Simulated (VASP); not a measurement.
Crystal: TaS2.

```
Ta S
1.0
     3.38286    0.00000    0.00000
    -1.69143    2.92964    0.00000
     0.00000    0.00000    6.16798
Ta S
1 2
Direct
  0.00000 0.00000 0.00000
  0.66667 0.33333 0.75428
  0.33333 0.66667 0.24572
```

Program: VASP 6.6.1. Alike in all runs: task single point; no spin polarisation; cell as given; cutoff (eV) 500.

Problem. Order these runs on this cell by their pressure, lowest first.
A. level LDA; potentials or basis VASP PAW LDA potentials, release 64 (Ta_pv, S); k mesh 3 × 1 × 4, shifted; smearing fermi-dirac 0.014 eV
B. level PBE+D3(BJ); potentials or basis VASP PAW PBE potentials, release 64 (Ta_pv, S); k mesh 3 × 3 × 2, shifted; smearing gaussian 0.1 eV
C. level PBE+U; potentials or basis VASP PAW PBE potentials, release 64 (Ta_pv, S); U Ta d U = 4.3 eV, J = 0.53 eV; k mesh 3 × 3 × 1, shifted; smearing gaussian 0.1 eV; LDAUTYPE 1; hund's J 0.53
D. level PBE; potentials or basis VASP PAW PBE potentials, release 64 (Ta_pv, S); k mesh 3 × 3 × 1, shifted; smearing gaussian 0.1 eV

Solution. A (-4.6 GPa), B (-1.8 GPa), D (1.3 GPa), C (5.0 GPa).

Caveats: all runs use coarse meshes; this functional lacks dispersion, which binds the layers, so the pressure and a relaxed spacing across them are unreliable (some runs); U without spin polarisation on a metal has little footing (some runs); three body term missing (some runs).
